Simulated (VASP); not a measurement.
# Ca (Pm-3m) in VASP: further runs

Ca is run at these levels: revPBE+D3(BJ), PBE+D3(BJ), PBE; tasks: single point, relaxation of cell and atoms.

Everything below comes from runs of VASP 6.6.1. Logs are shortened: lines on timing, memory, paths and dates and some standing lists are left out, and cuts for length are marked.

## (1) The cell of the first run

It takes space group Pm-3m (No. 221, cubic). Conventional cell: a = 3.422 Å, b = 3.422 Å, c = 3.422 Å, α = 90.00°, β = 90.00°, γ = 90.00°. Ca (site symmetry m-3m) has 6 Ca at 3.42 Å within 4.5 Å.

## (2) Single point, revPBE+D3(BJ)

The input, INCAR:

```
SYSTEM = Ca
PREC     = Accurate       ! precision mode
ENCUT    = 520            ! plane-wave cutoff, eV
EDIFF    = 1E-6           ! SCF threshold, eV
ISMEAR   = 1              ! smearing method
SIGMA    = 0.05           ! smearing width, eV
LREAL    = .False.        ! projectors in reciprocal space
LASPH    = .True.         ! aspherical terms in the spheres
NELM     = 100            ! most SCF steps
ALGO     = Normal         ! electronic algorithm
ISIF     = 2              ! what is computed and relaxed
LWAVE    = .False.        ! write WAVECAR
LCHARG   = .False.        ! write CHGCAR
GGA      = RE             ! functional
IVDW     = 12             ! dispersion correction
NBANDS   = 11             ! bands
```

The input, KPOINTS:

```
regular mesh
0
Gamma
  11 11 11
  0 0 0
```

The input, POSCAR:

```
Ca
1.0
    3.4220003783      0.0000000000      0.0000000000
    0.0000000000      3.4220003783      0.0000000000
    0.0000000000      0.0000000000      3.4220003783
Ca
1
Direct
    0.0000000000      0.0000000000      0.0000000000
```

Potentials or basis: VASP PAW PBE potentials, release 64 (Ca_sv).

Run with:

```sh
$ cat potpaw_PBE.64/Ca_sv/POTCAR > POTCAR
$ mpirun -np 1 vasp_std > vasp.out
```

OUTCAR:

```text
SYSTEM = Ca
   PREC = Accurate
   ENCUT = 520
   EDIFF = 1E-6
   ISMEAR = 1
   LREAL = .False.
   LASPH = .True.
   NELM = 100
   ISIF = 2
   GGA = RE
   IVDW = 12
 IVDW          = 12

 ion  position               nearest neighbor table
   1  0.000  0.000  0.000-

  LATTYP: Found a simple cubic cell.
 ALAT       =     3.4220003783

  Lattice vectors:

 A1 = (   3.4220003783,   0.0000000000,   0.0000000000)
 A2 = (   0.0000000000,   3.4220003783,   0.0000000000)
 A3 = (   0.0000000000,   0.0000000000,   3.4220003783)

Analysis of symmetry for initial positions (statically):
=====================================================================
 Subroutine PRICEL returns:
 Original cell was already a primitive cell.

 Routine SETGRP: Setting up the symmetry group for a
 simple cubic supercell.

 Subroutine GETGRP returns: Found 48 space group operations
 (whereof 48 operations were pure point group operations)
 out of a pool of 48 trial point group operations.

The static configuration has the point symmetry O_h .

Analysis of symmetry for dynamics (positions and initial velocities):
=====================================================================
 Subroutine PRICEL returns:
 Original cell was already a primitive cell.

 Routine SETGRP: Setting up the symmetry group for a
 simple cubic supercell.

 Subroutine GETGRP returns: Found 48 space group operations
 (whereof 48 operations were pure point group operations)
 out of a pool of 48 trial point group operations.

The dynamic configuration has the point symmetry O_h .

 Subroutine INISYM returns: Found 48 space group operations
 (whereof 48 operations are pure point group operations),
 and found     1 'primitive' translations

----------------------------------------------------------------------------------------

                                     Primitive cell

  volume of cell :      40.0719

  direct lattice vectors                    reciprocal lattice vectors
     3.422000378  0.000000000  0.000000000     0.292226736  0.000000000  0.000000000
     0.000000000  3.422000378  0.000000000     0.000000000  0.292226736  0.000000000
     0.000000000  0.000000000  3.422000378     0.000000000  0.000000000  0.292226736

  length of vectors
     3.422000378  3.422000378  3.422000378     0.292226736  0.292226736  0.292226736

  position of ions in fractional coordinates (direct lattice)
     0.000000000  0.000000000  0.000000000

  ion indices of the primitive-cell ions
   primitive index   ion index
                 1           1

----------------------------------------------------------------------------------------

 KPOINTS: regular mesh

Automatic generation of k-mesh.
 Grid dimensions read from file:
 generate k-points for:   11   11   11

 Generating k-lattice:

  Cartesian coordinates                     Fractional coordinates (reciprocal lattice)
     0.026566067  0.000000000  0.000000000     0.090909091  0.000000000  0.000000000
     0.000000000  0.026566067  0.000000000     0.000000000  0.090909091  0.000000000
     0.000000000  0.000000000  0.026566067     0.000000000  0.000000000  0.090909091

  Length of vectors
     0.026566067  0.026566067  0.026566067

  Shift w.r.t. Gamma in fractional coordinates (k-lattice)
     0.000000000  0.000000000  0.000000000

 Subroutine IBZKPT returns following result:
 ===========================================

 Found     56 irreducible k-points:

 Following reciprocal coordinates:
            Coordinates               Weight
  0.000000  0.000000  0.000000      1.000000
  0.090909  0.000000  0.000000      6.000000
  0.181818  0.000000  0.000000      6.000000
  0.272727  0.000000  0.000000      6.000000
  0.363636  0.000000  0.000000      6.000000
  0.454545  0.000000  0.000000      6.000000
[... 16 lines left out ...]
  0.181818  0.090909  0.090909     24.000000
  0.272727  0.090909  0.090909     24.000000
 [... further k-points ...]
   k-points           NKPTS =     56   k-points in BZ     NKDIM =     56   number of bands    NBANDS=     11
   number of dos      NEDOS =    301   number of ions     NIONS =      1
   total plane-waves  NPLWV =  21952
   dimension x,y,z NGX =    28 NGY =   28 NGZ =   28
   dimension x,y,z NGXF=    56 NGYF=   56 NGZF=   56
   ions per type =               1
   NGX,Y,Z   is equivalent  to a cutoff of  13.60, 13.60, 13.60 a.u.
   NGXF,Y,Z  is equivalent  to a cutoff of  27.21, 27.21, 27.21 a.u.
 SYSTEM =  Ca
   PREC   = accura    normal or accurate (medium, high low for compatibility)
   ISTART =      0    job   : 0-new  1-cont  2-samecut
   ICHARG =      2    charge: 1-file 2-atom 10-const
   ISPIN  =      1    spin polarized calculation?
   LNONCOLLINEAR =      F non collinear calculations
   LSORBIT =      F    spin-orbit coupling
   LASPH  =      T    aspherical Exc in radial PAW
   ENCUT  =  520.0 eV  38.22 Ry    6.18 a.u.   6.36  6.36  6.36*2*pi/ulx,y,z
   NELM   =    100;   NELMIN=  2; NELMDL= -5     # of ELM steps
   EDIFF  = 0.1E-05   stopping-criterion for ELM
   LREAL  =      F    real-space projection
   EDIFFG = 0.1E-04   stopping-criterion for IOM
   NSW    =      0    number of steps for IOM
   IBRION =     -1    ionic relax: 0-MD 1-quasi-New 2-CG
   NFREE  =      0    steps in history (QN), initial steepest desc. (CG)
   ISIF   =      2    stress and relaxation
   ISYM   =      2    0-nonsym 1-usesym 2-fastsym
   POTIM  = 0.5000    time-step for ionic-motion
   TEBEG  =    0.0;   TEEND  =   0.0 temperature during run
   PSTRESS=    0.0 pullay stress
   NELECT =      10.0000    total number of electrons
   NUPDOWN=      -1.0000    fix difference up-down
   EMIN   =  10.00;   EMAX   =-10.00  energy-range for DOS
   EFERMI =   0.00;   METHOD = LEGACY
   ISMEAR =     1;   SIGMA  =   0.05  broadening in eV -4-tet -1-fermi 0-gaus
   EFERMI_NEDOS =   21; number of points for ismear=-14 and -15
   IALGO  =     38    algorithm
   IMIX   =      4    mixing-type and parameters
     AMIX     =   0.40;   BMIX     =  1.00
     AMIX_MAG =   1.60;   BMIX_MAG =  1.00
  volume/ion in A,a.u.               =      40.07       270.42
  Fermi-wavevector in a.u.,A,eV,Ry     =   1.030690  1.947722 14.453770  1.062322
  Thomas-Fermi vector in A             =   2.164801
   LORBIT       =      0    0 simple, 1 ext, 2 COOP (PROOUT), +10 PAW based schemes
   GGA     = RE    functional components
   LHFCALC =     F    Hartree Fock is set to
   AEXX    =    0.0000 exact exchange contribution
   IVDW    =    12    specifies the selected vdW correction
   LEPSILON=     F    determine dielectric tensor
   LRPA    =     F    only Hartree local field effects (RPA)
 non-spin polarized calculation
 Methfessel and Paxton  Order N= 1 SIGMA  =   0.05
  energy-cutoff  :      520.00
  volume of cell :       40.07
 maximum number of plane-waves:      1092
 NGX is ok and might be reduce to    28
   NGX = 13   NGY = 13   NGZ = 13

 number of electron      10.0000002 magnetization

 Free energy of the ion-electron system (eV)
  ---------------------------------------------------
  ext. energy  EPLUGINS =         0.00000000
  ---------------------------------------------------
  free energy    TOTEN  =        -1.33685134 eV

  energy without entropy =       -1.33601005  energy(sigma->0) =       -1.33657091

 E-fermi :   2.1327     XC(G=0):  -7.7766

 val. band max:        2.1293066427   @ k =   0.4545   0.3636   0.2727
 cond. band min:       2.1651642514   @ k =   0.3636   0.3636   0.3636
 fundamental gap:      0.0358576087
 Fermi energy:         2.1326969132

 k-point     1 :       0.0000    0.0000    0.0000
  band No.  band energies     occupation
      1     -40.0276      2.00000
      2     -20.8535      2.00000
      3     -20.8535      2.00000
      4     -20.8535      2.00000
      5      -1.7797      2.00000
      6       3.0183     -0.00000
      7       3.0183     -0.00000
      8       6.5081      0.00000
      9       6.5081      0.00000
     10       6.5081      0.00000
     11      11.2844      0.00000

 k-point     2 :       0.0909    0.0000    0.0000
  band No.  band energies     occupation
      1     -40.0256      2.00000
      2     -20.8751      2.00000
      3     -20.8517      2.00000
      4     -20.8517      2.00000
      5      -1.6556      2.00000
      6       3.0569     -0.00000
      7       3.0614     -0.00000
      8       6.3660      0.00000
      9       6.3660      0.00000
     10       6.5175      0.00000
     11      10.4924      0.00000

 k-point     3 :       0.1818    0.0000    0.0000
  band No.  band energies     occupation
      1     -40.0204      2.00000
      2     -20.9325      2.00000
      3     -20.8468      2.00000
      4     -20.8468      2.00000
      5      -1.2936      2.00000
      6       3.1315     -0.00000
      7       3.1640      0.00000
      8       6.0300      0.00000
      9       6.0300      0.00000
     10       6.5430      0.00000
     11       9.2197      0.00000

 k-point     4 :       0.2727    0.0000    0.0000
  band No.  band energies     occupation
      1     -40.0135      2.00000
      2     -21.0068      2.00000
      3     -20.8404      2.00000
      4     -20.8404      2.00000
      5      -0.7230      2.00000
      6       3.0475     -0.00000
      7       3.3124      0.00000
      8       5.6578      0.00000
      9       5.6578      0.00000
     10       6.5767      0.00000
     11       8.2624      0.00000

 k-point     5 :       0.3636    0.0000    0.0000
  band No.  band energies     occupation
      1     -40.0072      2.00000
      2     -21.0741      2.00000
      3     -20.8345      2.00000
      4     -20.8345      2.00000
      5       0.0107      2.00000
      6       2.6132     -0.00000
      7       3.4585      0.00000
      8       5.3612      0.00000
      9       5.3612      0.00000
     10       6.6080      0.00000
     11       7.8443      0.00000
[... 211 lines left out ...]
 k-point    21 :       0.4545    0.4545    0.0000
  band No.  band energies     occupation
      1     -39.9800      2.00000
      2     -21.0794      2.00000
      3     -21.0788      2.00000
      4     -20.8095      2.00000
      5       1.6692      2.00000
      6       3.1119     -0.00000
      7       4.6937      0.00000
      8       4.7464      0.00000
      9       5.5082      0.00000
     10       5.5211      0.00000
     11       7.3359      0.00000

 k-point    22 :       0.0909    0.0909    0.0909
  band No.  band energies     occupation
      1     -40.0217      2.00000
      2     -20.8735      2.00000
      3     -20.8702      2.00000
      4     -20.8702      2.00000
      5      -1.4103      2.00000
      6       3.1483      0.00000
      7       3.1483      0.00000
      8       6.1399      0.00000
      9       6.2645      0.00000
     10       6.2645      0.00000
     11      10.7892      0.00000

 k-point    23 :       0.1818    0.0909    0.0909
  band No.  band energies     occupation
      1     -40.0165      2.00000
      2     -20.9284      2.00000
      3     -20.8671      2.00000
      4     -20.8651      2.00000
      5      -1.0548      2.00000
      6       3.2427      0.00000
      7       3.2576      0.00000
      8       5.8119      0.00000
      9       5.8973      0.00000
     10       6.2818      0.00000
     11       9.6072      0.00000

 k-point    24 :       0.2727    0.0909    0.0909
  band No.  band energies     occupation
      1     -40.0097      2.00000
      2     -21.0020      2.00000
      3     -20.8605      2.00000
      4     -20.8585      2.00000
      5      -0.4954      2.00000
      6       3.1713      0.00000
      7       3.4139      0.00000
      8       5.4864      0.00000
      9       5.5079      0.00000
     10       6.3267      0.00000
     11       8.5753      0.00000

 [... further k-points ...]

------------------------ aborting loop because EDIFF is reached ----------------------------------------

 Edisp (eV)   -0.44206

 E8    (eV) :    -0.3297

  FORCE on cell =-STRESS in cart. coord.  units (eV):
  Direction    XX          YY          ZZ          XY          YZ          ZX
  --------------------------------------------------------------------------------------
  -------------------------------------------------------------------------------------
  Total      -0.00043    -0.00043    -0.00043    -0.00000    -0.00000     0.00000
  in kB      -0.01738    -0.01738    -0.01738    -0.00000    -0.00000     0.00000
  external pressure =       -0.02 kB  Pullay stress =        0.00 kB

 VOLUME and BASIS-vectors are now :
 -----------------------------------------------------------------------------
  energy-cutoff  :      520.00
  volume of cell :       40.07
      direct lattice vectors                 reciprocal lattice vectors
     3.422000378  0.000000000  0.000000000     0.292226736  0.000000000  0.000000000
     0.000000000  3.422000378  0.000000000     0.000000000  0.292226736  0.000000000
     0.000000000  0.000000000  3.422000378     0.000000000  0.000000000  0.292226736

 POSITION                                       TOTAL-FORCE (eV/Angst)
 -----------------------------------------------------------------------------------
      0.00000      0.00000      0.00000         0.000000      0.000000      0.000000
 -----------------------------------------------------------------------------------
    total drift:                               -0.000000     -0.000000     -0.000000

  FREE ENERGIE OF THE ION-ELECTRON SYSTEM (eV)
  ---------------------------------------------------
  free  energy   TOTEN  =        -1.7789129060 eV

  energy  without entropy=       -1.7780716139  energy(sigma->0) =       -1.77863248
```

It took 8.8 s on 1 thread of Intel Xeon Platinum 8559C (Emerald Rapids), shared host; peak memory 0.17 GiB.

Results:

| Quantity | Value |
| --- | --- |
| Free energy | -1.7789 eV |
| Pressure | 0.0 GPa |
| Band gap on the k mesh | zero (band 5 reaches 2.74 eV, above the bottom of band 6 at 1.90 eV) |
| Dispersion energy per atom | -0.442 eV |

Levels at points of the mesh, in eV from the Fermi level:
```tsv
k point	band 2	band 3	band 4	band 5	band 6	band 7	band 8	band 9
(0.00, 0.00, 0.00)	-22.99	-22.99	-22.99	-3.91	0.89	0.89	4.38	4.38
```

Caveat: the PAW data sets were made with another functional, which shifts forces and pressure a little; pairwise dispersion overbinds metals, which lowers pressure and volume.

(Continued in part 2 of 2.)
